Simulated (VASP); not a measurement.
The system is BaZrO3.

```
Ba Zr O
1.0
     4.19134    0.00000    0.00000
     0.00000    4.19134    0.00000
     0.00000    0.00000    4.19134
Ba Zr O
1 1 3
Cartesian
  0.0000 0.0000 0.0000
  2.0957 2.0957 2.0957
  2.0957 2.0957 0.0000
  2.0957 0.0000 2.0957
  0.0000 2.0957 2.0957
```

```yaml
Program: VASP 6.6.1
Task: relaxation of cell and atoms
Functional: PBEsol
Potentials_or_basis: VASP PAW PBE potentials, release 64 (Ba_sv, Zr_sv, O)
Cutoff: 600 eV
k_mesh: 6 × 6 × 6
Occupations: fermi-dirac, width 0.05 eV
Spin: no spin polarisation
Hubbard_terms: Zr d U = 6.0 eV
```

At the start: pressure 6.0 GPa; volume 14.73 Å³/atom.

Q: Where does the relaxation end?

A: Over 3 steps the energy falls by 9.9 meV/atom and the volume is 15.28 Å³/atom (+3.7 %); space group Pm-3m (No. 221, to 0.1 Å) before and after.

The path:
| step | energy change (eV) | largest force (eV/Å) | pressure (GPa) | volume (Å³) |
| --- | --- | --- | --- | --- |
| 1 | 0.0000 | 0.0000 | 6.01 | 73.63 |
| 2 | 0.0146 | 0.0000 | -5.95 | 79.68 |
| 3 | -0.0495 | 0.0000 | -0.04 | 76.38 |

Final structure:
```xyz
5
Lattice="4.2428 0.0000 0.0000 0.0000 4.2428 0.0000 0.0000 0.0000 4.2428" Properties=species:S:1:pos:R:3 pbc="T T T"
Ba    0.0000    0.0000    0.0000
Zr    2.1214    2.1214    2.1214
O     2.1214    2.1214    0.0000
O     2.1214    0.0000    2.1214
O     0.0000    2.1214    2.1214
```

Caveat: the PAW data sets were made with another functional, which shifts forces and pressure a little.
